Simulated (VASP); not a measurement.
Bi, 1 atom in the cell. It takes space group Im-3m (No. 229, cubic). The conventional cell has a = 4.202 Å, b = 4.202 Å, c = 4.202 Å, α = 90.00°, β = 90.00°, γ = 90.00°. Bi (site symmetry m-3m) has 14 Bi at 3.64 to 4.20 Å within 4.8 Å.  This cell differs from its parent crystal: volume scaled by 1.08.

- Program: VASP 6.6.1
- Task: single point
- Functional: BLYP
- Potentials or basis: VASP PAW PBE potentials, release 64 (Bi_d)
- Cutoff: 520 eV
- k mesh: 12 × 12 × 12
- Occupations: fermi-dirac, width 0.1 eV
- Spin: no spin polarisation
- Dipole correction: no
- Further INCAR settings: ALGO = Normal; EDIFF = 1e-07; NBANDS = 14

Potentials or basis: VASP PAW PBE potentials, release 64 (Bi_d).

Launch:

```console
$ cat potpaw_PBE.64/Bi_d/POTCAR > POTCAR
$ mpirun -np 1 vasp_std > vasp.out
```

Hardware: 1 thread of AMD EPYC 7R43 64-Core Processor (Zen 3), with other jobs on the host.

Task: How long does it take, and how much memory?

Result: It took 31 s on 1 thread of AMD EPYC 7R43 64-Core Processor (Zen 3), on a shared host, peak memory 0.13 GiB. Counts: scf iterations 11, k points 72.
